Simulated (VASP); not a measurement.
Wanted: the native input for a VASP 6.6.1 run.

```yaml
Task: relaxation of cell and atoms
Functional: PBEsol
Potentials_or_basis: VASP PAW PBE potentials, release 64 (Al)
Cutoff: 500 eV
k_mesh: 20 × 20 × 20
Occupations: fermi-dirac, width 0.15 eV
Spin: no spin polarisation
Dipole_correction: no
Further_INCAR_settings: ALGO = Normal; EDIFF = 1e-07; IBRION = 2; EDIFFG = -0.001; NSW = 80; ISIF = 3
```

The structure of Al lies in POSCAR:

```
Al
1.0
    0.0000000000      2.0075591387      2.0075591387
    2.0075591387      0.0000000000      2.0075591387
    2.0075591387      2.0075591387      0.0000000000
Al
1
Direct
    0.0000000000      0.0000000000      0.0000000000
```

The input as run:

INCAR

```
SYSTEM = Al
PREC     = Accurate       ! precision mode
ENCUT    = 500            ! plane-wave cutoff, eV
EDIFF    = 1E-7           ! SCF threshold, eV
ISMEAR   = -1             ! smearing method
SIGMA    = 0.15           ! smearing width, eV
LREAL    = .FALSE.        ! projectors in reciprocal space
LASPH    = .TRUE.         ! aspherical terms in the spheres
NELM     = 120            ! most SCF steps
ALGO     = Normal         ! electronic algorithm
ISIF     = 3              ! what is computed and relaxed
LWAVE    = .FALSE.        ! write WAVECAR
LCHARG   = .FALSE.        ! write CHGCAR
GGA      = PS             ! functional
IBRION   = 2              ! ionic algorithm
NSW      = 80             ! ionic steps
EDIFFG   = -0.001         ! ionic threshold
GGA_COMPAT= .FALSE.      
NELMIN   = 4
```

KPOINTS

```
Automatic mesh
0
G
  20 20 20
  0 0 0
```

Potentials or basis: VASP PAW PBE potentials, release 64 (Al).

Run with:

```bash
$ cat potpaw_PBE.64/Al/POTCAR > POTCAR
$ mpirun -np 1 vasp_std > vasp.out
```

It gave:

| Item | Value |
| --- | --- |
| Relaxed volume | 16.21 Å³/atom |
| Relaxed cell | a = 2.841 Å, b = 2.841 Å, c = 2.841 Å, α = 60.00°, β = 60.00°, γ = 60.00° |
| Space group after relaxing (to 0.05 Å) | Fm-3m (No. 225) |
| Energy gained by relaxing | 0.0 meV/atom |
| Ionic steps | 3 |
| Pressure after relaxing | 0.0 GPa |

Caveat: the PAW data sets were made with another functional, which shifts forces and pressure a little.

Run time: 13 s on 1 thread of Intel(R) Xeon(R) Platinum 8488C (Sapphire Rapids) (shared host), peak memory 0.14 GiB.
